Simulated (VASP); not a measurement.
# CS2: single point with PBE+D3(BJ)

The system is CS2.

```
S C
1.0
     8.43433    0.00000    0.00000
     0.00000    8.43433    0.00000
     0.00000    0.00000    8.43433
S C
12 6
Cartesian
  7.2148 1.6873 9.1235
  8.5877 3.8857 7.2726
  6.6904 5.1635 3.6368
  7.3435 8.0492 4.7086
  4.8359 7.9395 7.5562
  2.2526 7.2356 5.8956
  4.4597 1.7423 3.3032
  2.4682 3.9495 2.6208
  2.8547 2.4288 7.2912
  5.1270 4.5028 7.1027
  3.2957 7.0518 2.9864
  1.3809 6.5854 0.5608
  7.8227 2.8337 8.1872
  6.9754 6.5481 4.2925
  3.5595 7.4797 6.7537
  3.5658 3.0043 3.0886
  3.9576 3.5031 7.1511
  2.3402 6.8838 1.7635
```

```yaml
Program: VASP 6.6.1
Task: single point
Functional: PBE
Dispersion: D3(BJ)
Potentials_or_basis: VASP PAW PBE potentials, release 64 (S, C_h)
Cutoff: 1000 eV
k_mesh: 1 × 1 × 1
Occupations: fermi-dirac, width 0.02 eV
Spin: no spin polarisation
```

| Item | Value |
| --- | --- |
| Pressure | -0.9 GPa |
| Largest force | 1.951 eV/Å |
| Dispersion energy per atom | -0.120 eV |

Forces in eV/Å, atoms in the order of the input:
```
S    0.636  1.474 -1.109
S   -1.046 -1.011  0.782
S   -0.050  0.115  0.436
S   -0.511 -1.700 -0.135
S   -0.976 -0.493 -0.482
S    0.883 -0.222  0.536
S    0.484  0.132  0.453
S   -1.044  1.315 -0.181
S   -0.228 -0.327 -0.014
S    0.502  0.618 -0.107
S    0.127  0.471 -0.235
S    0.246  0.380  0.638
C    0.128 -0.475  0.203
C    0.587  1.593 -0.389
C   -0.044  0.563 -0.074
C    0.480 -1.834 -0.228
C    0.029 -0.381  0.243
C   -0.203 -0.217 -0.338
```

Stress tensor (GPa, compression positive):
```
-0.55 -0.96 -0.11
-0.96 -0.91 -0.01
-0.11 -0.01 -1.23
```

Levels at points of the mesh, in eV from the Fermi level:
| k point | band 44 | band 45 | band 46 | band 47 | band 48 | band 49 | band 50 | band 51 | band 52 | band 53 |
| --- | --- | --- | --- | --- | --- | --- | --- | --- | --- | --- |
| (0.00, 0.00, 0.00) | -0.75 | -0.70 | -0.66 | -0.61 | -0.52 | 2.44 | 2.62 | 2.72 | 2.78 | 2.81 |

Wall time 4.7 min on 1 thread of Intel(R) Xeon(R) Platinum 8488C (Sapphire Rapids), on a shared host, peak memory 1.2 GiB.

Caveat: the k points lie up to 0.74 Å⁻¹ apart.
